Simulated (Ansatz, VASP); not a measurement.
# Two plane-wave programs on AlN

File POSCAR:

```
AlN
1.0
    0.0000000000      2.2204899696      2.1848764830
    2.1848764830      0.0000000000      2.1848764830
    2.1848764830      2.2204899696      0.0000000000
Al N
1 1
Direct
    0.0000000000      0.0000000000      0.0000000000
    0.7500000000      0.7500000000      0.7500000000
```

File INCAR.step1:

```
SYSTEM = AlN
  ALGO = Normal
  EDIFF = 1E-4
  ENCUT = 520
  GGA = PE
  ISMEAR = 0
  LASPH = .TRUE.
  LCHARG = .FALSE.
  LREAL = .FALSE.
  LWAVE = .TRUE.
  NBANDS = 11
  NELM = 100
  PREC = Accurate
  SIGMA = 0.01
```

The input INCAR.step2:

```
SYSTEM = AlN
  ALGO = Normal
  EDIFF = 1E-6
  ENCUT = 520
  ISIF = 2
  ISMEAR = 0
  ISTART = 1
  LASPH = .TRUE.
  LCHARG = .FALSE.
  LMIXTAU = .TRUE.
  LREAL = .FALSE.
  LWAVE = .FALSE.
  METAGGA = R2SCAN
  NBANDS = 11
  NELM = 100
  PREC = Accurate
  SIGMA = 0.01
```

The input KPOINTS:

```
k-points
0
G
  10 10 10
  0 0 0
```

Input for Ansatz:

```yaml
crystal:
  lattice:
    - [0.0, 2.2204899696, 2.184876483]
    - [2.184876483, 0.0, 2.184876483]
    - [2.184876483, 2.2204899696, 0.0]
  atoms:
    - { symbol: Al, position: [0.0, 0.0, 0.0] }
    - { symbol: "N", position: [0.75, 0.75, 0.75] }
kpoints:
  mp_grid: { grid: [10, 10, 10] }
  band_path:
    path:
      - [0.0, 0.0, 0.0]
      - [-0.5, -0.5, 0.0]
      - [-0.375, -0.375, 0.25]
      - [-0.375, 0.0, 0.375]
      - [0.0, 0.0, 0.5]
      - [-0.5, -0.25, 0.25]
      - [-0.057292, 0.0, 0.057292]
      - [0.0, 0.5, 0.5]
    npoints: 1
hamiltonian:
  xc: r2scan
scf:
  occupations: { method: fixed }
  n_extra_bands: 4
output:
  forces: true
  stress: true
  eigenvalues: true
```

Change from the starting cell: uniaxial_y strain +1.6%.

Alike in both runs: task single point; functional r2SCAN; k mesh 10 × 10 × 10; no spin polarisation.

|  | VASP | Ansatz |
| --- | --- | --- |
| version | VASP 6.6.1 | Ansatz 0.2.0 |
| potentials or method | VASP PAW PBE potentials, release 64 (Al, N) | plane waves, PAW |
| plane-wave cutoff (eV) | 520 | 500 |
| occupations | gaussian, width 0.01 eV | fixed |
| valence electrons in the cell | 8 | 8 |

```csv
,VASP,Ansatz,Ansatz less VASP
gap on the k mesh at the Fermi level (eV),3.87,3.88,+0.007
pressure (GPa),-3.7,-3.3,+0.40
"traceless stress, the component that is largest in VASP (GPa)",-1.68,-1.67,+0.004
```

VASP's potentials were made for PBE, not for r2SCAN.
